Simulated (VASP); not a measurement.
# ZnS (F-43m) in VASP: further runs

The runs below take ZnS through relaxation of cell and atoms, single point, with PBE.

Everything below comes from runs of VASP 6.6.1. Logs are shortened: lines on timing, memory, paths and dates and some standing lists are left out, and cuts for length are marked.

**The experiment to reproduce.**

“Electronic, vibrational, and thermodynamic properties of ZnS (zincblende and rocksalt structure)”, 2009, arxiv:0911.5022 quotes, for a bulk crystal of ZnS at 19 K: band gap 3.85 eV (direct).

How close the calculation comes is told below.

### Step 1. The cell of the first run

The structure is cubic, space group F-43m (No. 216). Conventional cell: a = 5.443 Å, b = 5.443 Å, c = 5.443 Å, α = 90.00°, β = 90.00°, γ = 90.00°. Within 3.1 Å of Zn (site symmetry -43m) lie 4 S at 2.36 Å. Within 3.1 Å of S (site symmetry -43m) lie 4 Zn at 2.36 Å.

### Step 2. Relaxation of cell and atoms, PBE

Input file INCAR:

```
SYSTEM = ZnS
PREC = Accurate ; ENCUT = 600
EDIFF = 1E-6 ; ISMEAR = 0
SIGMA = 0.01 ; LREAL = .False.
LASPH = .True. ; NELM = 100
ALGO = Normal ; ISIF = 3
LWAVE = .False. ; LCHARG = .False.
GGA = PE ; IBRION = 2
NSW = 80 ; EDIFFG = -0.001
```

Input file KPOINTS:

```
regular mesh
0
Gamma
  10 10 10
  0 0 0
```

Input file POSCAR:

```
ZnS
1.0
    0.0000000000      2.7215639855      2.7215639855
    2.7215639855      0.0000000000      2.7215639855
    2.7215639855      2.7215639855      0.0000000000
Zn S
1 1
Direct
    0.0000000000      0.0000000000      0.0000000000
    0.7500000000      0.7500000000      0.7500000000
```

Potentials or basis: VASP PAW PBE potentials, release 64 (Zn, S).

Started as:

```console
cat potpaw_PBE.64/Zn/POTCAR potpaw_PBE.64/S/POTCAR > POTCAR
mpirun -np 1 vasp_std > vasp.out
```

OUTCAR:

```text
SYSTEM = ZnS
   PREC = Accurate
   ENCUT = 600
   EDIFF = 1E-6
   ISMEAR = 0
   LREAL = .False.
   LASPH = .True.
   NELM = 100
   ISIF = 3
   GGA = PE
   IBRION = 2
   NSW = 80
   EDIFFG = -0.001

 ion  position               nearest neighbor table
   1  0.000  0.000  0.000-   2 2.36   2 2.36   2 2.36   2 2.36
   2  0.750  0.750  0.750-   1 2.36   1 2.36   1 2.36   1 2.36

  LATTYP: Found a face centered cubic cell.
 ALAT       =     5.4431279710

  Lattice vectors:

 A1 = (   0.0000000000,   2.7215639855,   2.7215639855)
 A2 = (   2.7215639855,   0.0000000000,   2.7215639855)
 A3 = (   2.7215639855,   2.7215639855,   0.0000000000)

Analysis of symmetry for initial positions (statically):
=====================================================================
 Subroutine PRICEL returns:
 Original cell was already a primitive cell.

 Routine SETGRP: Setting up the symmetry group for a
 face centered cubic supercell.

 Subroutine GETGRP returns: Found 24 space group operations
 (whereof 24 operations were pure point group operations)
 out of a pool of 48 trial point group operations.

The static configuration has the point symmetry T_d .

Analysis of symmetry for dynamics (positions and initial velocities):
=====================================================================
 Subroutine PRICEL returns:
 Original cell was already a primitive cell.

 Routine SETGRP: Setting up the symmetry group for a
 face centered cubic supercell.

 Subroutine GETGRP returns: Found 24 space group operations
 (whereof 24 operations were pure point group operations)
 out of a pool of 48 trial point group operations.

The dynamic configuration has the point symmetry T_d .

 Subroutine INISYM returns: Found 24 space group operations
 (whereof 24 operations are pure point group operations),
 and found     1 'primitive' translations

----------------------------------------------------------------------------------------

                                     Primitive cell

  volume of cell :      40.3168

  direct lattice vectors                    reciprocal lattice vectors
     0.000000000  2.721563986  2.721563986    -0.183717893  0.183717893  0.183717893
     2.721563986  0.000000000  2.721563986     0.183717893 -0.183717893  0.183717893
     2.721563986  2.721563986  0.000000000     0.183717893  0.183717893 -0.183717893

  length of vectors
     3.848872699  3.848872699  3.848872699     0.318208724  0.318208724  0.318208724

  position of ions in fractional coordinates (direct lattice)
     0.000000000  0.000000000  0.000000000
     0.750000000  0.750000000  0.750000000

  ion indices of the primitive-cell ions
   primitive index   ion index
                 1           1
                 2           2

----------------------------------------------------------------------------------------

 KPOINTS: regular mesh

Automatic generation of k-mesh.
 Grid dimensions read from file:
 generate k-points for:   10   10   10

 Generating k-lattice:

  Cartesian coordinates                     Fractional coordinates (reciprocal lattice)
    -0.018371789  0.018371789  0.018371789     0.100000000  0.000000000  0.000000000
     0.018371789 -0.018371789  0.018371789     0.000000000  0.100000000  0.000000000
     0.018371789  0.018371789 -0.018371789     0.000000000  0.000000000  0.100000000

  Length of vectors
     0.031820872  0.031820872  0.031820872

  Shift w.r.t. Gamma in fractional coordinates (k-lattice)
     0.000000000  0.000000000  0.000000000

 Subroutine IBZKPT returns following result:
 ===========================================

 Found     47 irreducible k-points:

 Following reciprocal coordinates:
            Coordinates               Weight
  0.000000  0.000000  0.000000      1.000000
  0.100000  0.000000  0.000000      8.000000
  0.200000  0.000000  0.000000      8.000000
  0.300000  0.000000  0.000000      8.000000
  0.400000  0.000000  0.000000      8.000000
  0.500000  0.000000  0.000000      4.000000
[... 16 lines left out ...]
  0.300000  0.300000  0.000000      6.000000
  0.400000  0.300000  0.000000     24.000000
 [... further k-points ...]
   k-points           NKPTS =     47   k-points in BZ     NKDIM =     47   number of bands    NBANDS=     13
   number of dos      NEDOS =    301   number of ions     NIONS =      2
   total plane-waves  NPLWV =  32768
   dimension x,y,z NGX =    32 NGY =   32 NGZ =   32
   dimension x,y,z NGXF=    64 NGYF=   64 NGZF=   64
   ions per type =               1   1
   NGX,Y,Z   is equivalent  to a cutoff of  13.82, 13.82, 13.82 a.u.
   NGXF,Y,Z  is equivalent  to a cutoff of  27.64, 27.64, 27.64 a.u.
 SYSTEM =  ZnS
   PREC   = accura    normal or accurate (medium, high low for compatibility)
   ISTART =      0    job   : 0-new  1-cont  2-samecut
   ICHARG =      2    charge: 1-file 2-atom 10-const
   ISPIN  =      1    spin polarized calculation?
   LNONCOLLINEAR =      F non collinear calculations
   LSORBIT =      F    spin-orbit coupling
   LASPH  =      T    aspherical Exc in radial PAW
   ENCUT  =  600.0 eV  44.10 Ry    6.64 a.u.   7.69  7.69  7.69*2*pi/ulx,y,z
   NELM   =    100;   NELMIN=  2; NELMDL= -5     # of ELM steps
   EDIFF  = 0.1E-05   stopping-criterion for ELM
   LREAL  =      F    real-space projection
   EDIFFG = -.1E-02   stopping-criterion for IOM
   NSW    =     80    number of steps for IOM
   IBRION =      2    ionic relax: 0-MD 1-quasi-New 2-CG
   NFREE  =      1    steps in history (QN), initial steepest desc. (CG)
   ISIF   =      3    stress and relaxation
   ISYM   =      2    0-nonsym 1-usesym 2-fastsym
   POTIM  = 0.5000    time-step for ionic-motion
   TEBEG  =    0.0;   TEEND  =   0.0 temperature during run
   PSTRESS=    0.0 pullay stress
   NELECT =      18.0000    total number of electrons
   NUPDOWN=      -1.0000    fix difference up-down
   EMIN   =  10.00;   EMAX   =-10.00  energy-range for DOS
   EFERMI =   0.00;   METHOD = LEGACY
   ISMEAR =     0;   SIGMA  =   0.01  broadening in eV -4-tet -1-fermi 0-gaus
   EFERMI_NEDOS =   21; number of points for ismear=-14 and -15
   IALGO  =     38    algorithm
   IMIX   =      4    mixing-type and parameters
     AMIX     =   0.40;   BMIX     =  1.00
     AMIX_MAG =   1.60;   BMIX_MAG =  1.00
  volume/ion in A,a.u.               =      20.16       136.04
  Fermi-wavevector in a.u.,A,eV,Ry     =   1.251230  2.364482 21.300959  1.565576
  Thomas-Fermi vector in A             =   2.385187
   LORBIT       =      0    0 simple, 1 ext, 2 COOP (PROOUT), +10 PAW based schemes
   GGA     = PE    functional components
   LHFCALC =     F    Hartree Fock is set to
   AEXX    =    0.0000 exact exchange contribution
   IVDW    =     0    specifies the selected vdW correction
   LEPSILON=     F    determine dielectric tensor
   LRPA    =     F    only Hartree local field effects (RPA)
 conjugate gradient relaxation of ions
 non-spin polarized calculation
 Gauss-broadening in eV      SIGMA  =   0.01
  energy-cutoff  :      600.00
  volume of cell :       40.32
 maximum number of plane-waves:      1363
   NGX = 15   NGY = 15   NGZ = 15

--------------------------------------- Ionic step        1  -------------------------------------------

 number of electron      18.0000009 magnetization

 Free energy of the ion-electron system (eV)
  ---------------------------------------------------
  ext. energy  EPLUGINS =         0.00000000
  ---------------------------------------------------
  free energy    TOTEN  =        -6.85257579 eV

  energy without entropy =       -6.85257579  energy(sigma->0) =       -6.85257579

------------------------ aborting loop because EDIFF is reached ----------------------------------------

  FORCE on cell =-STRESS in cart. coord.  units (eV):
  Direction    XX          YY          ZZ          XY          YZ          ZX
  --------------------------------------------------------------------------------------
  -------------------------------------------------------------------------------------
  Total        0.0402911      0.0402911      0.0402911      0.0000000      0.0000000      0.0000000
  in kB        1.6011592      1.6011592      1.6011592      0.0000000      0.0000000      0.0000000
  external PRESSURE =       1.6011592 kB  Pullay stress =       0.0000000 kB

 VOLUME and BASIS-vectors are now :
 -----------------------------------------------------------------------------
  energy-cutoff  :      600.00
  volume of cell :       40.32
      direct lattice vectors                 reciprocal lattice vectors
     0.000000000  2.721563986  2.721563986    -0.183717893  0.183717893  0.183717893
     2.721563986  0.000000000  2.721563986     0.183717893 -0.183717893  0.183717893
     2.721563986  2.721563986  0.000000000     0.183717893  0.183717893 -0.183717893
[... 109 lines left out ...]
 POSITION                                       TOTAL-FORCE (eV/Angst)
 -----------------------------------------------------------------------------------
      0.00000      0.00000      0.00000        -0.000000     -0.000000     -0.000000
      4.08615      4.08615      4.08615         0.000000      0.000000      0.000000
 -----------------------------------------------------------------------------------
    total drift:                               -0.000001     -0.000001     -0.000001

  FREE ENERGIE OF THE ION-ELECTRON SYSTEM (eV)
  ---------------------------------------------------
  free  energy   TOTEN  =        -6.8526195325 eV

  energy  without entropy=       -6.8526195325  energy(sigma->0) =       -6.85261953

--------------------------------------- Ionic step        5  -------------------------------------------

 number of electron      18.0000010 magnetization

 Free energy of the ion-electron system (eV)
  ---------------------------------------------------
  ext. energy  EPLUGINS =         0.00000000
  ---------------------------------------------------
  free energy    TOTEN  =        -6.85262066 eV

  energy without entropy =       -6.85262066  energy(sigma->0) =       -6.85262066

 E-fermi :   1.9458     XC(G=0):  -9.5163

 val. band max:        1.8831884632   @ k =   0.0000   0.0000   0.0000
 cond. band min:       3.8923480842   @ k =   0.0000   0.0000   0.0000
 fundamental gap:      2.0091596210
 Fermi energy:         1.9458391540

 k-point     1 :       0.0000    0.0000    0.0000
  band No.  band energies     occupation
      1     -11.0907      2.00000
      2      -4.3620      2.00000
      3      -4.3620      2.00000
      4      -4.3620      2.00000
      5      -3.8921      2.00000
      6      -3.8921      2.00000
      7       1.8832      2.00000
      8       1.8832      2.00000
      9       1.8832      2.00000
     10       3.8923      0.00000
     11       8.2952      0.00000
     12       8.2952      0.00000
     13       8.2952      0.00000

 k-point     2 :       0.1000    0.0000    0.0000
  band No.  band energies     occupation
      1     -11.0183      2.00000
      2      -4.3607      2.00000
      3      -4.3489      2.00000
      4      -4.3489      2.00000
      5      -3.8932      2.00000
      6      -3.8932      2.00000
      7       1.1014      2.00000
      8       1.7902      2.00000
      9       1.7902      2.00000
     10       4.5062      0.00000
     11       8.1967      0.00000
[... 339 lines left out ...]
 k-point    24 :       0.4000    0.3000    0.0000
  band No.  band energies     occupation
      1     -10.1763      2.00000
      2      -4.3613      2.00000
      3      -4.1294      2.00000
      4      -4.1197      2.00000
      5      -3.8653      2.00000
      6      -3.8387      2.00000
      7      -1.8028      2.00000
      8      -0.0221      2.00000
      9       0.1801      2.00000
     10       5.9824      0.00000
     11       6.5484      0.00000
     12      10.5950      0.00000
     13      11.5401      0.00000

 [... further k-points ...]
[... 5 lines left out ...]
  --------------------------------------------------------------------------------------
  -------------------------------------------------------------------------------------
  Total       -0.0003361     -0.0003361     -0.0003361      0.0000000      0.0000000      0.0000000
  in kB       -0.0133211     -0.0133211     -0.0133211      0.0000000      0.0000000      0.0000000
  external PRESSURE =      -0.0133211 kB  Pullay stress =       0.0000000 kB

 VOLUME and BASIS-vectors are now :
 -----------------------------------------------------------------------------
  energy-cutoff  :      600.00
  volume of cell :       40.42
      direct lattice vectors                 reciprocal lattice vectors
     0.000000000  2.723933417  2.723933417    -0.183558084  0.183558084  0.183558084
     2.723933417 -0.000000000  2.723933417     0.183558084 -0.183558084  0.183558084
     2.723933417  2.723933417  0.000000000     0.183558084  0.183558084 -0.183558084

 POSITION                                       TOTAL-FORCE (eV/Angst)
 -----------------------------------------------------------------------------------
      0.00000      0.00000      0.00000         0.000000      0.000000      0.000000
      4.08590      4.08590      4.08590        -0.000000     -0.000000     -0.000000
 -----------------------------------------------------------------------------------
    total drift:                               -0.000001     -0.000001     -0.000001

  FREE ENERGIE OF THE ION-ELECTRON SYSTEM (eV)
  ---------------------------------------------------
  free  energy   TOTEN  =        -6.8526206608 eV

  energy  without entropy=       -6.8526206608  energy(sigma->0) =       -6.85262066

 reached required accuracy - stopping structural energy minimisation
```

It took 49 s on 1 thread of Intel Xeon Platinum 8488C (Sapphire Rapids), shared host; peak memory 0.19 GiB.

Results:

```yaml
Free_energy: -6.8526 eV
Relaxed_volume: 20.21 Å³/atom
Relaxed_cell: a = 3.852 Å, b = 3.852 Å, c = 3.852 Å, α = 60.00°, β = 60.00°, γ = 60.00°
Space_group_after_relaxing_to_0.05_Å: F-43m (No. 216)
Energy_gained_by_relaxing: 0.0 meV/atom
Ionic_steps: 5
Pressure_after_relaxing: 0.0 GPa
Band_gap_on_the_k_mesh: 2.01 eV, direct
```

Final structure:
```
Zn S
1.0
     0.00000    2.72393    2.72393
     2.72393    0.00000    2.72393
     2.72393    2.72393    0.00000
Zn S
1 1
Direct
  0.00000 0.00000 0.00000
  0.75000 0.75000 0.75000
```

PBE gaps usually lie below the measured ones, often by a third to a half.

[end of part 1 of 2]
